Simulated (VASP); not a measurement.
# Be (Im-3m) in VASP: notebook

Be is run at these levels: PBEsol; tasks: single point, relaxation of cell and atoms.

Everything below comes from runs of VASP 6.6.1. Logs are shortened: lines on timing, memory, paths and dates and some standing lists are left out, and cuts for length are marked.

### 1 The cell of the first run

The structure is cubic, space group Im-3m (No. 229). The conventional cell has a = 2.494 Å, b = 2.494 Å, c = 2.494 Å, α = 90.00°, β = 90.00°, γ = 90.00°. Within 2.9 Å of Be (site symmetry m-3m) lie 14 Be at 2.16 to 2.49 Å.

This isn't the form of Be at room conditions, which is hcp.

### 2 Single point, PBEsol

INCAR

```
PREC = Accurate
ENCUT = 600
EDIFF = 1E-6
ISMEAR = -1
SIGMA = 0.1
LREAL = False
LASPH = True
NELM = 120
ALGO = Normal
ISIF = 2
LWAVE = False
LCHARG = False
GGA = PS
NBANDS = 7
GGA_COMPAT = False
```

KPOINTS

```
regular mesh
0
Gamma
  17 17 17
```

POSCAR

```
Be
1.0
   -1.2468876499      1.2468876499      1.2468876499
    1.2468876499     -1.2468876499      1.2468876499
    1.2468876499      1.2468876499     -1.2468876499
Be
1
Direct
    0.0000000000      0.0000000000      0.0000000000
```

Potentials or basis: VASP PAW PBE potentials, release 64 (Be).

Command:

```
cat potpaw_PBE.64/Be/POTCAR > POTCAR
mpirun -np 1 vasp_std > vasp.out
```

OUTCAR:

```text
PREC = Accurate
   ENCUT = 600
   EDIFF = 1E-6
   ISMEAR = -1
   LREAL = False
   LASPH = True
   NELM = 120
   ISIF = 2
   GGA = PS

 ion  position               nearest neighbor table
   1  0.000  0.000  0.000-

  LATTYP: Found a body centered cubic cell.
 ALAT       =     2.4937752998

  Lattice vectors:

 A1 = (  -1.2468876499,   1.2468876499,   1.2468876499)
 A2 = (   1.2468876499,  -1.2468876499,   1.2468876499)
 A3 = (   1.2468876499,   1.2468876499,  -1.2468876499)

Analysis of symmetry for initial positions (statically):
=====================================================================
 Subroutine PRICEL returns:
 Original cell was already a primitive cell.

 Routine SETGRP: Setting up the symmetry group for a
 body centered cubic supercell.

 Subroutine GETGRP returns: Found 48 space group operations
 (whereof 48 operations were pure point group operations)
 out of a pool of 48 trial point group operations.

The static configuration has the point symmetry O_h .

Analysis of symmetry for dynamics (positions and initial velocities):
=====================================================================
 Subroutine PRICEL returns:
 Original cell was already a primitive cell.

 Routine SETGRP: Setting up the symmetry group for a
 body centered cubic supercell.

 Subroutine GETGRP returns: Found 48 space group operations
 (whereof 48 operations were pure point group operations)
 out of a pool of 48 trial point group operations.

The dynamic configuration has the point symmetry O_h .

 Subroutine INISYM returns: Found 48 space group operations
 (whereof 48 operations are pure point group operations),
 and found     1 'primitive' translations

----------------------------------------------------------------------------------------

                                     Primitive cell

  volume of cell :       7.7543

  direct lattice vectors                    reciprocal lattice vectors
    -1.246887650  1.246887650  1.246887650     0.000000000  0.400998438  0.400998438
     1.246887650 -1.246887650  1.246887650     0.400998438  0.000000000  0.400998438
     1.246887650  1.246887650 -1.246887650     0.400998438  0.400998438  0.000000000

  length of vectors
     2.159672761  2.159672761  2.159672761     0.567097430  0.567097430  0.567097430

  position of ions in fractional coordinates (direct lattice)
     0.000000000  0.000000000  0.000000000

  ion indices of the primitive-cell ions
   primitive index   ion index
                 1           1

----------------------------------------------------------------------------------------

 KPOINTS: regular mesh

Automatic generation of k-mesh.
 Grid dimensions read from file:
 generate k-points for:   17   17   17

 Generating k-lattice:

  Cartesian coordinates                     Fractional coordinates (reciprocal lattice)
     0.000000000  0.023588143  0.023588143     0.058823529  0.000000000  0.000000000
     0.023588143  0.000000000  0.023588143     0.000000000  0.058823529  0.000000000
     0.023588143  0.023588143  0.000000000     0.000000000  0.000000000  0.058823529

  Length of vectors
     0.033358672  0.033358672  0.033358672

  Shift w.r.t. Gamma in fractional coordinates (k-lattice)
     0.000000000  0.000000000  0.000000000

 Subroutine IBZKPT returns following result:
 ===========================================

 Found    165 irreducible k-points:

 Following reciprocal coordinates:
            Coordinates               Weight
  0.000000  0.000000  0.000000      1.000000
  0.058824  0.000000  0.000000     12.000000
  0.117647  0.000000  0.000000     12.000000
  0.176471  0.000000  0.000000     12.000000
  0.235294  0.000000  0.000000     12.000000
  0.294118  0.000000  0.000000     12.000000
[... 16 lines left out ...]
  0.411765  0.117647  0.000000     48.000000
  0.176471  0.176471  0.000000     24.000000
 [... further k-points ...]
   k-points           NKPTS =    165   k-points in BZ     NKDIM =    165   number of bands    NBANDS=      7
   number of dos      NEDOS =    301   number of ions     NIONS =      1
   total plane-waves  NPLWV =   5832
   dimension x,y,z NGX =    18 NGY =   18 NGZ =   18
   dimension x,y,z NGXF=    36 NGYF=   36 NGZF=   36
   ions per type =               1
   NGX,Y,Z   is equivalent  to a cutoff of  13.86, 13.86, 13.86 a.u.
   NGXF,Y,Z  is equivalent  to a cutoff of  27.71, 27.71, 27.71 a.u.
 SYSTEM =  unknown system
   PREC   = accura    normal or accurate (medium, high low for compatibility)
   ISTART =      0    job   : 0-new  1-cont  2-samecut
   ICHARG =      2    charge: 1-file 2-atom 10-const
   ISPIN  =      1    spin polarized calculation?
   LNONCOLLINEAR =      F non collinear calculations
   LSORBIT =      F    spin-orbit coupling
   LASPH  =      T    aspherical Exc in radial PAW
   ENCUT  =  600.0 eV  44.10 Ry    6.64 a.u.   4.31  4.31  4.31*2*pi/ulx,y,z
   NELM   =    120;   NELMIN=  2; NELMDL= -5     # of ELM steps
   EDIFF  = 0.1E-05   stopping-criterion for ELM
   LREAL  =      F    real-space projection
   EDIFFG = 0.1E-04   stopping-criterion for IOM
   NSW    =      0    number of steps for IOM
   IBRION =     -1    ionic relax: 0-MD 1-quasi-New 2-CG
   NFREE  =      0    steps in history (QN), initial steepest desc. (CG)
   ISIF   =      2    stress and relaxation
   ISYM   =      2    0-nonsym 1-usesym 2-fastsym
   POTIM  = 0.5000    time-step for ionic-motion
   TEBEG  =    0.0;   TEEND  =   0.0 temperature during run
   PSTRESS=    0.0 pullay stress
   NELECT =       2.0000    total number of electrons
   NUPDOWN=      -1.0000    fix difference up-down
   EMIN   =  10.00;   EMAX   =-10.00  energy-range for DOS
   EFERMI =   0.00;   METHOD = LEGACY
   ISMEAR =    -1;   SIGMA  =   0.10  broadening in eV -4-tet -1-fermi 0-gaus
   EFERMI_NEDOS =   21; number of points for ismear=-14 and -15
   IALGO  =     38    algorithm
   IMIX   =      4    mixing-type and parameters
     AMIX     =   0.40;   BMIX     =  1.00
     AMIX_MAG =   1.60;   BMIX_MAG =  1.00
  volume/ion in A,a.u.               =       7.75        52.33
  Fermi-wavevector in a.u.,A,eV,Ry     =   1.042087  1.969260 14.775196  1.085946
  Thomas-Fermi vector in A             =   2.176737
   LORBIT       =      0    0 simple, 1 ext, 2 COOP (PROOUT), +10 PAW based schemes
   GGA     = PS    functional components
   LHFCALC =     F    Hartree Fock is set to
   AEXX    =    0.0000 exact exchange contribution
   IVDW    =     0    specifies the selected vdW correction
   LEPSILON=     F    determine dielectric tensor
   LRPA    =     F    only Hartree local field effects (RPA)
 non-spin polarized calculation
  energy-cutoff  :      600.00
  volume of cell :        7.75
 maximum number of plane-waves:       267
 NGX is ok and might be reduce to    18
   NGX =  9   NGY =  9   NGZ =  9

 number of electron       2.0000000 magnetization

 Free energy of the ion-electron system (eV)
  ---------------------------------------------------
  ext. energy  EPLUGINS =         0.00000000
  ---------------------------------------------------
  free energy    TOTEN  =        -3.89938129 eV

  energy without entropy =       -3.89332443  energy(sigma->0) =       -3.89635286

 E-fermi :   8.0767     XC(G=0): -10.6773

 val. band max:        8.0665999528   @ k =  -0.4118   0.4706   0.3529
 cond. band min:       8.1165617185   @ k =   0.3529   0.2353   0.0588
 fundamental gap:      0.0499617658
 Fermi energy:         8.0766663208

 k-point     1 :       0.0000    0.0000    0.0000
  band No.  band energies     occupation
      1      -4.2750      2.00000
      2      27.6275      0.00000
      3      27.6275      0.00000
      4      27.6275      0.00000
      5      39.0446      0.00000
      6      39.0446      0.00000
      7      39.0446      0.00000

 k-point     2 :       0.0588    0.0000    0.0000
  band No.  band energies     occupation
      1      -4.1533      2.00000
      2      27.0176      0.00000
      3      27.1325      0.00000
      4      27.4821      0.00000
      5      37.4252      0.00000
      6      37.6192      0.00000
      7      39.8625      0.00000

 k-point     3 :       0.1176    0.0000    0.0000
  band No.  band energies     occupation
      1      -3.7878      2.00000
      2      25.1536      0.00000
      3      25.9643      0.00000
      4      27.0612      0.00000
      5      35.1995      0.00000
      6      35.5061      0.00000
      7      39.4492      0.00000

 k-point     4 :       0.1765    0.0000    0.0000
  band No.  band energies     occupation
      1      -3.1786      2.00000
      2      22.3194      0.00000
      3      24.5977      0.00000
      4      26.4261      0.00000
      5      33.5813      0.00000
      6      34.0644      0.00000
      7      39.2112      0.00000

 k-point     5 :       0.2353    0.0000    0.0000
  band No.  band energies     occupation
      1      -2.3278      2.00000
      2      19.1053      0.00000
      3      23.3003      0.00000
      4      25.6861      0.00000
      5      31.9491      0.00000
      6      33.6895      0.00000
      7      39.5946      0.00000
[... 161 lines left out ...]
 k-point    22 :       0.3529    0.1176    0.0000
  band No.  band energies     occupation
      1       1.8473      2.00000
      2      10.5485      0.00000
      3      18.8456      0.00000
      4      22.1357      0.00000
      5      32.5745      0.00000
      6      34.9506      0.00000
      7      43.2327      0.00000

 k-point    23 :       0.4118    0.1176    0.0000
  band No.  band energies     occupation
      1       3.0316      2.00000
      2       8.7945      0.00152
      3      18.5688      0.00000
      4      21.8780      0.00000
      5      32.3595      0.00000
      6      35.3233      0.00000
      7      44.4670      0.00000

 k-point    24 :       0.1765    0.1765    0.0000
  band No.  band energies     occupation
      1      -0.9831      2.00000
      2      17.1037      0.00000
      3      19.1462      0.00000
      4      23.3009      0.00000
      5      33.8207      0.00000
      6      34.6600      0.00000
      7      40.8413      0.00000

 [... further k-points ...]

------------------------ aborting loop because EDIFF is reached ----------------------------------------

  FORCE on cell =-STRESS in cart. coord.  units (eV):
  Direction    XX          YY          ZZ          XY          YZ          ZX
  --------------------------------------------------------------------------------------
  -------------------------------------------------------------------------------------
  Total        0.0176941      0.0176941      0.0176941     -0.0000000     -0.0000000      0.0000000
  in kB        3.6559319      3.6559319      3.6559319     -0.0000000     -0.0000000      0.0000000
  external PRESSURE =       3.6559319 kB  Pullay stress =       0.0000000 kB

 VOLUME and BASIS-vectors are now :
 -----------------------------------------------------------------------------
  energy-cutoff  :      600.00
  volume of cell :        7.75
      direct lattice vectors                 reciprocal lattice vectors
    -1.246887650  1.246887650  1.246887650     0.000000000  0.400998438  0.400998438
     1.246887650 -1.246887650  1.246887650     0.400998438  0.000000000  0.400998438
     1.246887650  1.246887650 -1.246887650     0.400998438  0.400998438  0.000000000

 POSITION                                       TOTAL-FORCE (eV/Angst)
 -----------------------------------------------------------------------------------
      0.00000      0.00000      0.00000        -0.000000      0.000000     -0.000000
 -----------------------------------------------------------------------------------
    total drift:                                0.000000      0.000000      0.000000

  FREE ENERGIE OF THE ION-ELECTRON SYSTEM (eV)
  ---------------------------------------------------
  free  energy   TOTEN  =        -3.8993812905 eV

  energy  without entropy=       -3.8933244296  energy(sigma->0) =       -3.89635286
```

Wall time 15 s (1 thread of Intel Xeon 8259CL, shared host); peak memory 0.12 GiB.

What came out:

* Free energy: -3.8994 eV
* Pressure: 0.4 GPa
* Band gap on the k mesh: zero (bands 1 and 2 overlap by 4.55 eV)

Caveat: the PAW data sets were made with another functional, which shifts forces and pressure a little.

(Part 1 of 2 ends here.)
